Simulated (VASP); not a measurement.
# HfO2 (Fm-3m) in VASP: a series of runs

HfO2 is run at these levels: PBE+D3(BJ), PBE+D4, RPBE, r2SCAN; tasks: single point.

Program: VASP 6.6.1. These are calculated values, not measurements. Logs are shortened: lines on timing, memory, paths and dates and some standing lists are left out, and cuts for length are marked.

**1. The cell of the first run**

Symmetry: Fm-3m, No. 225, cubic system. The conventional cell has a = 5.073 Å, b = 5.073 Å, c = 5.073 Å, α = 90.00°, β = 90.00°, γ = 90.00°. Hf (site symmetry m-3m) has 8 O at 2.20 Å within 2.9 Å. O (site symmetry -43m) has 4 Hf at 2.20 Å and 6 O at 2.54 Å within 2.9 Å.

**2. Single point, PBE+D3(BJ)**

File INCAR:

```
PREC = Accurate
ENCUT = 520
EDIFF = 1E-6
ISMEAR = 0
SIGMA = 0.01
LREAL = F
LASPH = T
NELM = 80
ALGO = Normal
ISIF = 2
LWAVE = F
LCHARG = F
GGA = PE
IVDW = 12
NBANDS = 18
```

File KPOINTS:

```
regular mesh
0
Gamma
  6 6 6
```

File POSCAR:

```
HfO2
1.0
    0.0000000000      2.5364380010      2.5364380010
    2.5364380010      0.0000000000      2.5364380010
    2.5364380010      2.5364380010      0.0000000000
Hf O
1 2
Direct
    0.0000000000      0.0000000000      0.0000000000
    0.2500000000      0.2500000000      0.2500000000
    0.7500000000      0.7500000000      0.7500000000
```

Potentials or basis: VASP PAW PBE potentials, release 64 (Hf_pv, O).

Run with:

```
$ cat potpaw_PBE.64/Hf_pv/POTCAR potpaw_PBE.64/O/POTCAR > POTCAR
$ mpirun -np 1 vasp_std > vasp.out
```

OUTCAR:

```text
PREC = Accurate
   ENCUT = 520
   EDIFF = 1E-6
   ISMEAR = 0
   LREAL = F
   LASPH = T
   NELM = 80
   ISIF = 2
   GGA = PE
   IVDW = 12
 IVDW          = 12

 ion  position               nearest neighbor table
   1  0.000  0.000  0.000-   3 2.20   3 2.20   3 2.20   2 2.20   2 2.20   2 2.20   3 2.20   2 2.20

   2  0.250  0.250  0.250-   1 2.20   1 2.20   1 2.20   1 2.20
   3  0.750  0.750  0.750-   1 2.20   1 2.20   1 2.20   1 2.20

  LATTYP: Found a face centered cubic cell.
 ALAT       =     5.0728760020

  Lattice vectors:

 A1 = (   0.0000000000,   2.5364380010,   2.5364380010)
 A2 = (   2.5364380010,   0.0000000000,   2.5364380010)
 A3 = (   2.5364380010,   2.5364380010,   0.0000000000)

Analysis of symmetry for initial positions (statically):
=====================================================================
 Subroutine PRICEL returns:
 Original cell was already a primitive cell.

 Routine SETGRP: Setting up the symmetry group for a
 face centered cubic supercell.

 Subroutine GETGRP returns: Found 48 space group operations
 (whereof 48 operations were pure point group operations)
 out of a pool of 48 trial point group operations.

The static configuration has the point symmetry O_h .

Analysis of symmetry for dynamics (positions and initial velocities):
=====================================================================
 Subroutine PRICEL returns:
 Original cell was already a primitive cell.

 Routine SETGRP: Setting up the symmetry group for a
 face centered cubic supercell.

 Subroutine GETGRP returns: Found 48 space group operations
 (whereof 48 operations were pure point group operations)
 out of a pool of 48 trial point group operations.

The dynamic configuration has the point symmetry O_h .

 Subroutine INISYM returns: Found 48 space group operations
 (whereof 48 operations are pure point group operations),
 and found     1 'primitive' translations

----------------------------------------------------------------------------------------

                                     Primitive cell

  volume of cell :      32.6364

  direct lattice vectors                    reciprocal lattice vectors
     0.000000000  2.536438001  2.536438001    -0.197126837  0.197126837  0.197126837
     2.536438001  0.000000000  2.536438001     0.197126837 -0.197126837  0.197126837
     2.536438001  2.536438001  0.000000000     0.197126837  0.197126837 -0.197126837

  length of vectors
     3.587065021  3.587065021  3.587065021     0.341433697  0.341433697  0.341433697

  position of ions in fractional coordinates (direct lattice)
     0.000000000  0.000000000  0.000000000
     0.250000000  0.250000000  0.250000000
     0.750000000  0.750000000  0.750000000

  ion indices of the primitive-cell ions
   primitive index   ion index
                 1           1
                 2           2
                 3           3

----------------------------------------------------------------------------------------

 KPOINTS: regular mesh

Automatic generation of k-mesh.
 Grid dimensions read from file:
 generate k-points for:    6    6    6

 Generating k-lattice:

  Cartesian coordinates                     Fractional coordinates (reciprocal lattice)
    -0.032854473  0.032854473  0.032854473     0.166666667  0.000000000  0.000000000
     0.032854473 -0.032854473  0.032854473     0.000000000  0.166666667  0.000000000
     0.032854473  0.032854473 -0.032854473     0.000000000  0.000000000  0.166666667

  Length of vectors
     0.056905616  0.056905616  0.056905616

  Shift w.r.t. Gamma in fractional coordinates (k-lattice)
     0.000000000  0.000000000  0.000000000

 Subroutine IBZKPT returns following result:
 ===========================================

 Found     16 irreducible k-points:

 Following reciprocal coordinates:
            Coordinates               Weight
  0.000000  0.000000  0.000000      1.000000
  0.166667  0.000000  0.000000      8.000000
  0.333333  0.000000  0.000000      8.000000
  0.500000  0.000000  0.000000      4.000000
  0.166667  0.166667  0.000000      6.000000
  0.333333  0.166667  0.000000     24.000000
[... 8 lines left out ...]
 -0.333333  0.333333  0.166667     24.000000
 -0.333333  0.500000  0.166667     12.000000
   k-points           NKPTS =     16   k-points in BZ     NKDIM =     16   number of bands    NBANDS=     18
   number of dos      NEDOS =    301   number of ions     NIONS =      3
   total plane-waves  NPLWV =  21952
   dimension x,y,z NGX =    28 NGY =   28 NGZ =   28
   dimension x,y,z NGXF=    56 NGYF=   56 NGZF=   56
   ions per type =               1   2
   NGX,Y,Z   is equivalent  to a cutoff of  12.98, 12.98, 12.98 a.u.
   NGXF,Y,Z  is equivalent  to a cutoff of  25.95, 25.95, 25.95 a.u.
 SYSTEM =  unknown system
   PREC   = accura    normal or accurate (medium, high low for compatibility)
   ISTART =      0    job   : 0-new  1-cont  2-samecut
   ICHARG =      2    charge: 1-file 2-atom 10-const
   ISPIN  =      1    spin polarized calculation?
   LNONCOLLINEAR =      F non collinear calculations
   LSORBIT =      F    spin-orbit coupling
   LASPH  =      T    aspherical Exc in radial PAW
   ENCUT  =  520.0 eV  38.22 Ry    6.18 a.u.   6.67  6.67  6.67*2*pi/ulx,y,z
   NELM   =     80;   NELMIN=  2; NELMDL= -5     # of ELM steps
   EDIFF  = 0.1E-05   stopping-criterion for ELM
   LREAL  =      F    real-space projection
   EDIFFG = 0.1E-04   stopping-criterion for IOM
   NSW    =      0    number of steps for IOM
   IBRION =     -1    ionic relax: 0-MD 1-quasi-New 2-CG
   NFREE  =      0    steps in history (QN), initial steepest desc. (CG)
   ISIF   =      2    stress and relaxation
   ISYM   =      2    0-nonsym 1-usesym 2-fastsym
   POTIM  = 0.5000    time-step for ionic-motion
   TEBEG  =    0.0;   TEEND  =   0.0 temperature during run
   PSTRESS=    0.0 pullay stress
   NELECT =      22.0000    total number of electrons
   NUPDOWN=      -1.0000    fix difference up-down
   EMIN   =  10.00;   EMAX   =-10.00  energy-range for DOS
   EFERMI =   0.00;   METHOD = LEGACY
   ISMEAR =     0;   SIGMA  =   0.01  broadening in eV -4-tet -1-fermi 0-gaus
   EFERMI_NEDOS =   21; number of points for ismear=-14 and -15
   IALGO  =     38    algorithm
   IMIX   =      4    mixing-type and parameters
     AMIX     =   0.40;   BMIX     =  1.00
     AMIX_MAG =   1.60;   BMIX_MAG =  1.00
  volume/ion in A,a.u.               =      10.88        73.41
  Fermi-wavevector in a.u.,A,eV,Ry     =   1.435428  2.712566 28.034180  2.060454
  Thomas-Fermi vector in A             =   2.554728
   LORBIT       =      0    0 simple, 1 ext, 2 COOP (PROOUT), +10 PAW based schemes
   GGA     = PE    functional components
   LHFCALC =     F    Hartree Fock is set to
   AEXX    =    0.0000 exact exchange contribution
   IVDW    =    12    specifies the selected vdW correction
   LEPSILON=     F    determine dielectric tensor
   LRPA    =     F    only Hartree local field effects (RPA)
 non-spin polarized calculation
 Gauss-broadening in eV      SIGMA  =   0.01
  energy-cutoff  :      520.00
  volume of cell :       32.64
 maximum number of plane-waves:       899
 NGX is ok and might be reduce to    28
   NGX = 13   NGY = 13   NGZ = 13

 number of electron      21.9999991 magnetization

 Free energy of the ion-electron system (eV)
  ---------------------------------------------------
  ext. energy  EPLUGINS =         0.00000000
  ---------------------------------------------------
  free energy    TOTEN  =       -30.24810500 eV

  energy without entropy =      -30.24810500  energy(sigma->0) =      -30.24810500

 E-fermi :   4.3294     XC(G=0): -11.8295

 val. band max:        4.2645384434   @ k =   0.5000   0.5000   0.0000
 cond. band min:       8.0615398750   @ k =   0.5000   0.5000   0.0000
 fundamental gap:      3.7970014316
 Fermi energy:         4.3294419083

 k-point     1 :       0.0000    0.0000    0.0000
  band No.  band energies     occupation
      1     -25.4305      2.00000
      2     -25.4305      2.00000
      3     -25.4305      2.00000
      4     -14.4572      2.00000
      5     -11.4325      2.00000
      6      -1.0674      2.00000
[... 10 lines left out ...]
     17      14.6652      0.00000
     18      17.7454      0.00000

 k-point     2 :       0.1667    0.0000    0.0000
  band No.  band energies     occupation
      1     -25.5438      2.00000
      2     -25.4429      2.00000
      3     -25.4429      2.00000
      4     -14.1040      2.00000
      5     -11.7117      2.00000
      6      -0.8096      2.00000
[... 10 lines left out ...]
     17      14.2399      0.00000
     18      17.5701      0.00000

 k-point     3 :       0.3333    0.0000    0.0000
  band No.  band energies     occupation
      1     -25.7576      2.00000
      2     -25.4676      2.00000
      3     -25.4676      2.00000
      4     -13.4453      2.00000
      5     -12.1044      2.00000
      6      -0.2824      2.00000
[... 10 lines left out ...]
     17      13.8294      0.00000
     18      16.4326      0.00000

 k-point     4 :       0.5000    0.0000    0.0000
  band No.  band energies     occupation
      1     -25.8590      2.00000
      2     -25.4799      2.00000
      3     -25.4799      2.00000
      4     -13.2259      2.00000
      5     -12.1353      2.00000
      6      -0.0324      2.00000
[... 10 lines left out ...]
     17      13.6272      0.00000
     18      16.7904      0.00000

 k-point     5 :       0.1667    0.1667    0.0000
  band No.  band energies     occupation
      1     -25.5528      2.00000
      2     -25.4612      2.00000
      3     -25.4612      2.00000
      4     -13.9738      2.00000
      5     -11.8076      2.00000
      6      -0.7666      2.00000
[... 10 lines left out ...]
     17      14.0661      0.00000
     18      17.5641      0.00000

 k-point     6 :       0.3333    0.1667    0.0000
  band No.  band energies     occupation
      1     -25.7077      2.00000
      2     -25.4991      2.00000
      3     -25.4888      2.00000
      4     -13.3665      2.00000
      5     -12.1795      2.00000
      6      -0.3746      2.00000
[... 10 lines left out ...]
     17      14.0289      0.00000
     18      17.3084      0.00000

 k-point     7 :       0.5000    0.1667    0.0000
  band No.  band energies     occupation
      1     -25.8176      2.00000
      2     -25.5502      2.00000
      3     -25.4981      2.00000
      4     -13.0085      2.00000
      5     -12.2685      2.00000
      6      -0.4675      2.00000
[... 10 lines left out ...]
     17      14.7054      0.00000
     18      17.0749      0.00000

 k-point     8 :      -0.3333    0.1667    0.0000
  band No.  band energies     occupation
      1     -25.7824      2.00000
      2     -25.5619      2.00000
      3     -25.4800      2.00000
      4     -13.0787      2.00000
      5     -12.2714      2.00000
      6      -0.5543      2.00000
[... 10 lines left out ...]
     17      14.7909      0.00000
     18      16.9557      0.00000

 k-point     9 :      -0.1667    0.1667    0.0000
  band No.  band energies     occupation
      1     -25.6503      2.00000
      2     -25.5059      2.00000
      3     -25.4524      2.00000
      4     -13.6214      2.00000
      5     -12.0312      2.00000
      6      -0.7026      2.00000
[... 10 lines left out ...]
     17      14.0279      0.00000
     18      17.3427      0.00000

 k-point    10 :       0.3333    0.3333    0.0000
  band No.  band energies     occupation
      1     -25.7788      2.00000
      2     -25.5222      2.00000
      3     -25.5222      2.00000
      4     -12.9122      2.00000
      5     -12.4393      2.00000
      6      -1.0383      2.00000
[... 10 lines left out ...]
     17      13.8664      0.00000
     18      17.7066      0.00000

 k-point    11 :       0.5000    0.3333    0.0000
  band No.  band energies     occupation
      1     -25.8261      2.00000
      2     -25.5904      2.00000
      3     -25.5344      2.00000
      4     -12.6427      2.00000
      5     -12.4638      2.00000
      6      -1.6051      2.00000
[... 10 lines left out ...]
     17      16.0158      0.00000
     18      17.7068      0.00000

 k-point    12 :      -0.3333    0.3333    0.0000
  band No.  band energies     occupation
      1     -25.7348      2.00000
      2     -25.7062      2.00000
      3     -25.5135      2.00000
      4     -12.6920      2.00000
      5     -12.4099      2.00000
      6      -1.1336      2.00000
[... 10 lines left out ...]
     17      16.2526      0.00000
     18      17.6174      0.00000

 k-point    13 :       0.5000    0.5000    0.0000
  band No.  band energies     occupation
      1     -25.8838      2.00000
      2     -25.5525      2.00000
      3     -25.5525      2.00000
      4     -12.7131      2.00000
      5     -12.3042      2.00000
      6      -2.1921      2.00000
[... 10 lines left out ...]
     17      17.4774      0.00000
     18      17.6887      0.00000

 k-point    14 :       0.5000    0.3333    0.1667
  band No.  band energies     occupation
      1     -25.7655      2.00000
      2     -25.5942      2.00000
      3     -25.5089      2.00000
      4     -12.8436      2.00000
      5     -12.4282      2.00000
      6      -0.6956      2.00000
[... 10 lines left out ...]
     17      15.1825      0.00000
     18      17.6105      0.00000

 k-point    15 :      -0.3333    0.3333    0.1667
  band No.  band energies     occupation
      1     -25.7652      2.00000
      2     -25.6627      2.00000
      3     -25.5267      2.00000
      4     -12.6886      2.00000
      5     -12.4136      2.00000
      6      -0.6856      2.00000
[... 10 lines left out ...]
     17      16.0780      0.00000
     18      17.5798      0.00000

 k-point    16 :      -0.3333    0.5000    0.1667
  band No.  band energies     occupation
      1     -25.8035      2.00000
      2     -25.6379      2.00000
      3     -25.5540      2.00000
      4     -12.6069      2.00000
      5     -12.4029      2.00000
      6      -1.5894      2.00000
[... 10 lines left out ...]
     17      17.3449      0.00000
     18      17.7094      0.00000

------------------------ aborting loop because EDIFF is reached ----------------------------------------

 Edisp (eV)   -0.71734

 E8    (eV) :    -0.3133

  FORCE on cell =-STRESS in cart. coord.  units (eV):
  Direction    XX          YY          ZZ          XY          YZ          ZX
  --------------------------------------------------------------------------------------
  -------------------------------------------------------------------------------------
  Total      -0.76797    -0.76797    -0.76797    -0.00000     0.00000    -0.00000
  in kB     -37.70083   -37.70083   -37.70083    -0.00000     0.00000    -0.00000
  external pressure =      -37.70 kB  Pullay stress =        0.00 kB

 VOLUME and BASIS-vectors are now :
 -----------------------------------------------------------------------------
  energy-cutoff  :      520.00
  volume of cell :       32.64
      direct lattice vectors                 reciprocal lattice vectors
     0.000000000  2.536438001  2.536438001    -0.197126837  0.197126837  0.197126837
     2.536438001  0.000000000  2.536438001     0.197126837 -0.197126837  0.197126837
     2.536438001  2.536438001  0.000000000     0.197126837  0.197126837 -0.197126837

 POSITION                                       TOTAL-FORCE (eV/Angst)
 -----------------------------------------------------------------------------------
      0.00000      0.00000      0.00000         0.000000      0.000000      0.000000
      1.26822      1.26822      1.26822        -0.000000     -0.000000      0.000000
      3.80466      3.80466      3.80466         0.000000      0.000000     -0.000000
 -----------------------------------------------------------------------------------
    total drift:                                0.000000      0.000000      0.000000

  FREE ENERGIE OF THE ION-ELECTRON SYSTEM (eV)
  ---------------------------------------------------
  free  energy   TOTEN  =       -30.9654494898 eV

  energy  without entropy=      -30.9654494898  energy(sigma->0) =      -30.96544949
```

Run time: 19 s. Hardware: 1 thread of AMD EPYC 7R13, shared host; peak memory 0.14 GiB.

What came out:

| Quantity | Value |
| --- | --- |
| Free energy | -30.9654 eV |
| Pressure | -3.8 GPa |
| Band gap on the k mesh | 3.80 eV |
| Dispersion energy per atom | -0.239 eV |

Levels at points of the mesh, in eV from the valence-band top:
| k point | band 9 | band 10 | band 11 | band 12 | band 13 | band 14 |
| --- | --- | --- | --- | --- | --- | --- |
| (0.00, 0.00, 0.00) | -0.61 | -0.61 | -0.61 | 3.88 | 3.88 | 5.82 |
| (0.50, 0.00, 0.00) | -2.72 | -1.83 | -1.83 | 4.60 | 4.60 | 6.97 |
| (0.50, 0.50, 0.00) | -1.52 | -1.52 | 0.00 | 3.80 | 5.49 | 6.62 |

Caveat: the cell stands under tension; spin-orbit coupling is left out, which moves the levels of the heavy elements.

[end of part 1 of 3]
